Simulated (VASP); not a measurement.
## ZnS: single point with PBE

Crystal: ZnS.

```
Zn S
1.0
     0.00000    2.72182    2.72182
     2.72182    0.00000    2.72182
     2.72182    2.72182    0.00000
Zn S
1 1
Direct
  0.00000 0.00000 0.00000
  0.25000 0.25000 0.25000
```

* Program: VASP 6.6.1
* Task: single point
* Functional: PBE
* Potentials or basis: VASP PAW PBE potentials, release 64 (Zn, S)
* Cutoff: 500 eV
* k mesh: 10 × 10 × 10
* Occupations: gaussian, width 0.02 eV
* Spin: no spin polarisation
* Dipole correction: no
* Further INCAR settings: ALGO = Normal; EDIFF = 1e-06; NBANDS = 16

```yaml
Pressure: 0.1 GPa
Band_gap_on_the_k_mesh: 2.02 eV
```

Levels at points of the mesh, in eV from the valence-band top:
```
           k point  band 5  band 6  band 7  band 8  band 9  band 10  band 11  band 12  band 13  band 14
(0.00, 0.00, 0.00)   -5.78   -5.78    0.00    0.00    0.00     2.02     6.41     6.41     6.41    11.74
(0.50, 0.00, 0.00)   -5.75   -5.59   -5.15   -0.83   -0.83     3.27     6.94     6.94     8.79    12.07
(0.50, 0.50, 0.00)   -5.71   -5.57   -4.47   -2.14   -2.14     3.46     4.07    10.83    11.82    11.82
```

Run time: 13 s on 1 thread of Intel(R) Xeon(R) Platinum 8488C (Sapphire Rapids) (shared host), peak memory 0.17 GiB.
